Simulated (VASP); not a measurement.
# SiBF (Pmmm) in VASP: further runs

Runs on SiBF. Level: PBE. Tasks: relaxation of cell and atoms.

Everything below comes from runs of VASP 6.6.1. Logs are shortened: lines on timing, memory, paths and dates and some standing lists are left out, and cuts for length are marked.

**1. The cell of the first run**

Symmetry: Pmmm, No. 47, orthorhombic system. The conventional cell has a = 2.436 Å, b = 3.359 Å, c = 4.759 Å, α = 90.00°, β = 90.00°, γ = 90.00°. Within 2.2 Å of Si (site symmetry mmm) lie 2 F at 1.68 Å and 4 B at 2.07 Å. Within 1.6 Å of B (site symmetry mmm) lie 2 F at 1.22 Å. Within 1.6 Å of F (site symmetry mmm) lie 2 B at 1.22 Å.

The cell was built from a structure type or drawn by symmetry, and may not be a known phase.

**2. Relaxation of cell and atoms, PBE**

File INCAR:

```
SYSTEM = SiBF
PREC = Accurate
ENCUT = 600
EDIFF = 1E-6
ISMEAR = 0
SIGMA = 0.1
LREAL = .False.
LASPH = .True.
NELM = 80
ALGO = Normal
ISIF = 3
LWAVE = .False.
LCHARG = .False.
GGA = PE
IBRION = 2
NSW = 90
EDIFFG = -0.04
```

File KPOINTS:

```
regular mesh
0
Gamma
  8 6 4
  0 0 0
```

File POSCAR:

```
SiBF
1.0
    2.4355821600      0.0000000000      0.0000000000
    0.0000000000      3.3593380000      0.0000000000
    0.0000000000      0.0000000000      4.7585269100
Si B F
1 1 1
Direct
    0.0000000000      0.5000000000      0.0000000000
    0.5000000000      0.0000000000      0.0000000000
    0.0000000000      0.0000000000      0.0000000000
```

Potentials or basis: VASP PAW PBE potentials, release 64 (Si, B, F).

Command:

```bash
$ cat potpaw_PBE.64/Si/POTCAR potpaw_PBE.64/B/POTCAR potpaw_PBE.64/F/POTCAR > POTCAR
$ mpirun -np 1 vasp_std > vasp.out
```

OUTCAR:

```text
SYSTEM = SiBF
   PREC = Accurate
   ENCUT = 600
   EDIFF = 1E-6
   ISMEAR = 0
   LREAL = .False.
   LASPH = .True.
   NELM = 80
   ISIF = 3
   GGA = PE
   IBRION = 2
   NSW = 90
   EDIFFG = -0.04

 ion  position               nearest neighbor table
   1  0.000  0.500  0.000-   3 1.68   3 1.68   2 2.07   2 2.07   2 2.07   2 2.07
   2  0.500  0.000  0.000-   3 1.22   3 1.22   1 2.07   1 2.07   1 2.07   1 2.07
   3  0.000  0.000  0.000-   2 1.22   2 1.22   1 1.68   1 1.68

  LATTYP: Found a simple orthorhombic cell.
 ALAT       =     2.4355821600
 B/A-ratio  =     1.3792751709
 C/A-ratio  =     1.9537533934

  Lattice vectors:

 A1 = (   2.4355821600,   0.0000000000,   0.0000000000)
 A2 = (   0.0000000000,   3.3593380000,   0.0000000000)
 A3 = (   0.0000000000,   0.0000000000,   4.7585269100)

Analysis of symmetry for initial positions (statically):
=====================================================================
 Subroutine PRICEL returns:
 Original cell was already a primitive cell.

 Routine SETGRP: Setting up the symmetry group for a
 simple orthorhombic supercell.

 Subroutine GETGRP returns: Found  8 space group operations
 (whereof  8 operations were pure point group operations)
 out of a pool of  8 trial point group operations.

The static configuration has the point symmetry D_2h.

Analysis of symmetry for dynamics (positions and initial velocities):
=====================================================================
 Subroutine PRICEL returns:
 Original cell was already a primitive cell.

 Routine SETGRP: Setting up the symmetry group for a
 simple orthorhombic supercell.

 Subroutine GETGRP returns: Found  8 space group operations
 (whereof  8 operations were pure point group operations)
 out of a pool of  8 trial point group operations.

The dynamic configuration has the point symmetry D_2h.

 Subroutine INISYM returns: Found  8 space group operations
 (whereof  8 operations are pure point group operations),
 and found     1 'primitive' translations

----------------------------------------------------------------------------------------

                                     Primitive cell

  volume of cell :      38.9340

  direct lattice vectors                    reciprocal lattice vectors
     2.435582160  0.000000000  0.000000000     0.410579457  0.000000000  0.000000000
     0.000000000  3.359338000  0.000000000     0.000000000  0.297677697  0.000000000
     0.000000000  0.000000000  4.758526910     0.000000000  0.000000000  0.210149069

  length of vectors
     2.435582160  3.359338000  4.758526910     0.410579457  0.297677697  0.210149069

  position of ions in fractional coordinates (direct lattice)
     0.000000000  0.500000000  0.000000000
     0.500000000  0.000000000  0.000000000
     0.000000000  0.000000000  0.000000000

[... 71 lines left out ...]
   ISPIN  =      1    spin polarized calculation?
   LNONCOLLINEAR =      F non collinear calculations
   LSORBIT =      F    spin-orbit coupling
   LASPH  =      T    aspherical Exc in radial PAW
   ENCUT  =  600.0 eV  44.10 Ry    6.64 a.u.   4.86  6.71  9.50*2*pi/ulx,y,z
   NELM   =     80;   NELMIN=  2; NELMDL= -5     # of ELM steps
   EDIFF  = 0.1E-05   stopping-criterion for ELM
   LREAL  =      F    real-space projection
   EDIFFG = -.4E-01   stopping-criterion for IOM
   NSW    =     90    number of steps for IOM
   IBRION =      2    ionic relax: 0-MD 1-quasi-New 2-CG
   NFREE  =      1    steps in history (QN), initial steepest desc. (CG)
   ISIF   =      3    stress and relaxation
   ISYM   =      2    0-nonsym 1-usesym 2-fastsym
   POTIM  = 0.5000    time-step for ionic-motion
   TEBEG  =    0.0;   TEEND  =   0.0 temperature during run
   PSTRESS=    0.0 pullay stress
   NELECT =      14.0000    total number of electrons
   NUPDOWN=      -1.0000    fix difference up-down
   EMIN   =  10.00;   EMAX   =-10.00  energy-range for DOS
   EFERMI =   0.00;   METHOD = LEGACY
   ISMEAR =     0;   SIGMA  =   0.10  broadening in eV -4-tet -1-fermi 0-gaus
   EFERMI_NEDOS =   21; number of points for ismear=-14 and -15
   IALGO  =     38    algorithm
   IMIX   =      4    mixing-type and parameters
     AMIX     =   0.40;   BMIX     =  1.00
     AMIX_MAG =   1.60;   BMIX_MAG =  1.00
  volume/ion in A,a.u.               =      12.98        87.58
  Fermi-wavevector in a.u.,A,eV,Ry     =   1.164147  2.199919 18.439137  1.355238
  Thomas-Fermi vector in A             =   2.300688
   LORBIT       =      0    0 simple, 1 ext, 2 COOP (PROOUT), +10 PAW based schemes
   GGA     = PE    functional components
   LHFCALC =     F    Hartree Fock is set to
   AEXX    =    0.0000 exact exchange contribution
   IVDW    =     0    specifies the selected vdW correction
   LEPSILON=     F    determine dielectric tensor
   LRPA    =     F    only Hartree local field effects (RPA)
 conjugate gradient relaxation of ions
 non-spin polarized calculation
 Gauss-broadening in eV      SIGMA  =   0.10
  energy-cutoff  :      600.00
  volume of cell :       38.93
 maximum number of plane-waves:      1322
 NGX is ok and might be reduce to    20
   NGX =  9   NGY = 13   NGZ = 19

--------------------------------------- Ionic step        1  -------------------------------------------

 number of electron      13.9999991 magnetization

 Free energy of the ion-electron system (eV)
  ---------------------------------------------------
  ext. energy  EPLUGINS =         0.00000000
  ---------------------------------------------------
  free energy    TOTEN  =         0.09270054 eV

  energy without entropy =        0.09908784  energy(sigma->0) =        0.09589419

 E-fermi :   5.7205     XC(G=0):  -9.0605

 val. band max:        5.7132516534   @ k =   0.3750   0.1667   0.2500
 cond. band min:       5.7418718192   @ k =   0.5000   0.5000   0.0000
 fundamental gap:      0.0286201658
 Fermi energy:         5.7205327405
[... 1121 lines left out ...]
  band No.  band energies     occupation
      1     -23.2086      2.00000
      2      -6.4767      2.00000
      3      -6.2087      2.00000
      4      -4.1248      2.00000
      5      -1.3141      2.00000
      6       1.4323      2.00000
      7       5.4406      0.00000
      8       5.4442      0.00000
      9       6.5632      0.00000
     10       7.2727      0.00000
     11       9.1852      0.00000

 [... further k-points ...]

[... ionic steps 4 to 30 ...]

--------------------------------------- Ionic step       31  -------------------------------------------

 number of electron      14.0000029 magnetization

------------------------ aborting loop because EDIFF is reached ----------------------------------------
[... 69 lines left out ...]
--------------------------------------- Ionic step       33  -------------------------------------------

 number of electron      14.0000024 magnetization

 Free energy of the ion-electron system (eV)
  ---------------------------------------------------
  ext. energy  EPLUGINS =         0.00000000
  ---------------------------------------------------
  free energy    TOTEN  =       -11.70852703 eV

  energy without entropy =      -11.70549722  energy(sigma->0) =      -11.70701213

 E-fermi :   7.0374     XC(G=0): -10.9059

 val. band max:        7.0039300375   @ k =   0.3750   0.5000   0.0000
 cond. band min:       7.0591053555   @ k =   0.5000   0.3333   0.0000
 fundamental gap:      0.0551753181
 Fermi energy:         7.0373577072
[... 366 lines left out ...]
  FREE ENERGIE OF THE ION-ELECTRON SYSTEM (eV)
  ---------------------------------------------------
  free  energy   TOTEN  =       -11.7085270336 eV

  energy  without entropy=      -11.7054972240  energy(sigma->0) =      -11.70701213

 reached required accuracy - stopping structural energy minimisation
```

OSZICAR:

```text
N       E                     dE             d eps       ncg     rms          rms(c)
DAV:   1     0.738388789039E+02    0.73839E+02   -0.76907E+03  1320   0.128E+03
DAV:   2     0.206511605837E+01   -0.71774E+02   -0.67594E+02  1617   0.247E+02
DAV:   3    -0.852257521200E+00   -0.29174E+01   -0.28592E+01  1637   0.462E+01
DAV:   4    -0.890297337318E+00   -0.38040E-01   -0.37884E-01  1643   0.522E+00
[... 329 lines left out ...]
DAV:   2    -0.117085566115E+02    0.79743E-03   -0.40669E-03  1422   0.724E-01    0.348E-02
DAV:   3    -0.117085385737E+02    0.18038E-04   -0.18078E-04  1387   0.149E-01    0.213E-02
DAV:   4    -0.117085286155E+02    0.99582E-05   -0.48080E-05  1433   0.733E-02    0.115E-02
DAV:   5    -0.117085267796E+02    0.18359E-05   -0.10019E-05  1317   0.362E-02    0.339E-03
DAV:   6    -0.117085270336E+02   -0.25408E-06   -0.40595E-07   675   0.713E-03
  33 F= -.11708527E+02 E0= -.11707012E+02  d E =-.237658E-02
```

It took 15 min on 1 thread of Oxide Virtual Turin-like, shared host; peak memory 0.15 GiB.

What came out:

| Quantity | Value |
| --- | --- |
| Free energy | -11.7085 eV |
| Relaxed volume | 11.11 Å³/atom |
| Relaxed cell | a = 3.449 Å, b = 4.260 Å, c = 2.269 Å, α = 90.00°, β = 90.00°, γ = 90.00° |
| Space group after relaxing (to 0.1 Å) | Pmmm (No. 47) |
| Energy gained by relaxing | 3933.7 meV/atom |
| Ionic steps | 33 |
| Pressure after relaxing | 0.0 GPa |
| Band gap on the k mesh | zero (bands 7 and 8 overlap by 2.00 eV) |

The path:
| step | energy change (eV) | largest force (eV/Å) | pressure (GPa) | volume (Å³) |
| --- | --- | --- | --- | --- |
| 1 | 0.0000 | 0.0000 | 104.60 | 38.93 |
| 2 | -5.5828 | 0.0000 | -23.35 | 101.16 |
| 3 | -9.1529 | 0.0000 | 0.51 | 68.99 |
| 4 | -9.1631 | 0.0000 | -1.31 | 70.46 |
| 5 | -9.1612 | 0.0000 | -0.44 | 69.74 |
| 6 | -9.2028 | 0.0000 | -0.45 | 68.27 |
| 7 | -9.3077 | 0.0000 | -0.28 | 63.80 |
| 8 | -9.4752 | 0.0000 | -0.93 | 54.57 |
| 9 | -10.4326 | 0.0000 | -5.20 | 35.65 |
| 10 | -9.6117 | 0.0000 | -2.24 | 49.15 |
| 11 | -10.0214 | 0.0000 | -4.50 | 42.40 |
| 12 | -10.2692 | 0.0000 | -4.70 | 38.79 |
| 13 | -10.2766 | 0.0000 | -4.83 | 38.67 |
| 14 | -10.2987 | 0.0000 | -5.35 | 38.32 |
| 15 | -10.3433 | 0.0000 | -6.30 | 37.61 |
| 16 | -10.4085 | 0.0000 | -7.15 | 36.18 |
| 17 | -10.3638 | 0.0000 | -4.07 | 33.28 |
| 18 | -10.4205 | 0.0000 | -6.99 | 35.67 |
| 19 | -10.4707 | 0.0000 | -6.84 | 35.52 |
| 20 | -10.6160 | 0.0000 | -6.65 | 35.05 |
| 21 | -10.8809 | 0.0000 | -5.41 | 34.10 |
| 22 | -11.2407 | 0.0000 | 0.89 | 32.18 |
| 23 | -10.5047 | 0.0000 | 38.09 | 28.24 |
| 24 | -11.2813 | 0.0000 | 6.13 | 31.39 |
| 25 | -11.3871 | 0.0000 | 4.63 | 31.64 |
| 26 | -11.6091 | 0.0000 | 0.97 | 32.37 |
| 27 | -11.7287 | 0.0000 | -0.22 | 33.64 |
| 28 | -11.7317 | 0.0000 | -0.20 | 33.51 |
| 29 | -11.7695 | 0.0000 | -0.75 | 33.59 |
| 30 | -11.7983 | 0.0000 | -1.69 | 33.71 |
| 31 | -11.7989 | 0.0000 | -1.73 | 33.73 |
| 32 | -11.8011 | 0.0000 | -0.45 | 33.44 |
| 33 | -11.8012 | 0.0000 | 0.01 | 33.34 |

Final structure:
```
CELL_PARAMETERS angstrom
3.44932 0.00000 0.00000
0.00000 4.25984 0.00000
0.00000 0.00000 2.26874
ATOMIC_POSITIONS crystal
Si 0.00000 0.50000 0.00000
B 0.50000 0.00000 0.00000
F 0.00000 0.00000 0.00000
```

Caveat: a cell axis changed by over 15 % at a fixed basis, so the end point is rough.

**3. Relaxation of cell and atoms, PBE**

This run uses another cell than the first one, of 14.21 Å³/atom.

File INCAR:

```
SYSTEM = SiBF
ALGO = Normal ; EDIFF = 1E-7
EDIFFG = -0.04 ; ENCUT = 600
GGA = PE ; IBRION = 2
ISIF = 3 ; ISMEAR = 0
LASPH = .TRUE. ; LCHARG = .FALSE.
LREAL = .FALSE. ; LWAVE = .FALSE.
NELM = 80 ; NSW = 90
PREC = Accurate ; SIGMA = 0.1
```

File KPOINTS:

```
k-points
0
G
  8 6 4
  0 0 0
```

File POSCAR:

```
SiBF
1.0
    2.1896563170      0.0000000000      0.0000000000
    0.0000000000      3.7066495778      0.0000000000
    0.0000000000      0.0000000000      5.2540280115
Si B F
1 1 1
Direct
    0.0000000000      0.5000000000      0.0000000000
    0.0000000000      0.0000000000      0.5000000000
    0.0000000000      0.0000000000      0.0000000000
```

Potentials or basis: VASP PAW PBE potentials, release 64 (Si, B, F).

Command:

```bash
$ cat potpaw_PBE.64/Si/POTCAR potpaw_PBE.64/B/POTCAR potpaw_PBE.64/F/POTCAR > POTCAR
$ mpirun -np 1 vasp_std > vasp.out
```

It took 72 s on 1 thread of Oxide Virtual Turin-like, shared host; peak memory 0.15 GiB.

It converged, with:

- Free energy: -12.0838 eV
- Relaxed volume: 14.30 Å³/atom
- Relaxed cell: a = 2.195 Å, b = 3.720 Å, c = 5.253 Å, α = 90.00°, β = 90.00°, γ = 90.00°
- Space group after relaxing (to 0.1 Å): Pmmm (No. 47)
- Energy gained by relaxing: 0.1 meV/atom
- Ionic steps: 2
- Pressure after relaxing: -0.2 GPa
- Band gap on the k mesh: zero (bands 7 and 8 overlap by 2.68 eV)

Stress tensor (GPa, compression positive):
```
-0.32  0.00  0.00
 0.00 -0.11  0.00
 0.00  0.00 -0.18
```

The path:
```
step  energy change (eV)  largest force (eV/Å)  pressure (GPa)  volume (Å³)
   1              0.0000                0.0000            0.44        42.64
   2             -0.0004                0.0000           -0.20        42.89
```

Final structure:
```xyz
3
Lattice="2.1947 0.0000 0.0000 0.0000 3.7201 0.0000 0.0000 0.0000 5.2527" Properties=species:S:1:pos:R:3 pbc="T T T"
Si    0.0000    1.8600    0.0000
B     0.0000    0.0000    2.6264
F     0.0000    0.0000    0.0000
```

Levels at points of the mesh, in eV from the Fermi level:
| k point | band 3 | band 4 | band 5 | band 6 | band 7 | band 8 | band 9 | band 10 | band 11 |
| --- | --- | --- | --- | --- | --- | --- | --- | --- | --- |
| (0.00, 0.00, 0.00) | -9.71 | -8.37 | -7.21 | -4.27 | -1.62 | 0.50 | 2.13 | 6.03 | 6.90 |
| (0.50, 0.00, 0.00) | -9.18 | -6.62 | -3.09 | -2.21 | -2.18 | 0.66 | 2.90 | 4.27 | 4.71 |
| (0.00, 0.50, 0.00) | -7.90 | -7.31 | -4.80 | -4.26 | -2.34 | -1.52 | 0.43 | 2.28 | 9.47 |
| (0.50, 0.50, 0.00) | -9.05 | -6.50 | -4.61 | -2.28 | -0.74 | 1.12 | 3.76 | 4.01 | 4.25 |
| (0.00, 0.00, 0.50) | -9.48 | -9.28 | -6.12 | -4.27 | -0.67 | -0.40 | 0.33 | 6.20 | 8.76 |
| (0.50, 0.00, 0.50) | -9.18 | -6.70 | -2.81 | -2.74 | -1.08 | -0.84 | 4.00 | 4.18 | 5.54 |
| (0.00, 0.50, 0.50) | -8.75 | -5.81 | -4.55 | -4.26 | -4.13 | -1.18 | 1.38 | 3.33 | 6.46 |
| (0.50, 0.50, 0.50) | -9.04 | -6.55 | -4.59 | -2.37 | -0.33 | 1.47 | 2.12 | 3.29 | 4.98 |
